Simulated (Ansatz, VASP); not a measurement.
## Two plane-wave programs on Ge

```
Ge
1.0
     1.43208   -2.66553    0.00000
     1.43208    2.66553    0.00000
     0.00000    0.00000    2.83314
Ge
1
Direct
  0.50000 0.50000 0.00000
```

Change from the starting cell: strain +0.025 along x and y, +0.050 along z, atoms carried along.

Alike in both runs: task single point; functional PBE; k mesh 20 × 20 × 18; occupations gaussian, width 0.15 eV; no spin polarisation.

```csv
,VASP,Ansatz
version,VASP 6.6.1,Ansatz 0.2.0
potentials or method,"VASP PAW PBE potentials, release 64 (Ge_d), cutoff 520 eV","scalar-relativistic, plane waves, PAW"
valence electrons in the cell,14,14
```

```csv
,VASP,Ansatz,Ansatz less VASP
gap on the k mesh at the Fermi level (eV),none,none,-
pressure (GPa),-5.7,-5.5,+0.13
"traceless stress, the component that is largest in VASP (GPa)",-1.99,-1.98,+0.015
```

A gap of «none» marks a metal or a gap that the smearing closes. The functional is the same, so the differences come from potentials, cutoffs and numerics.
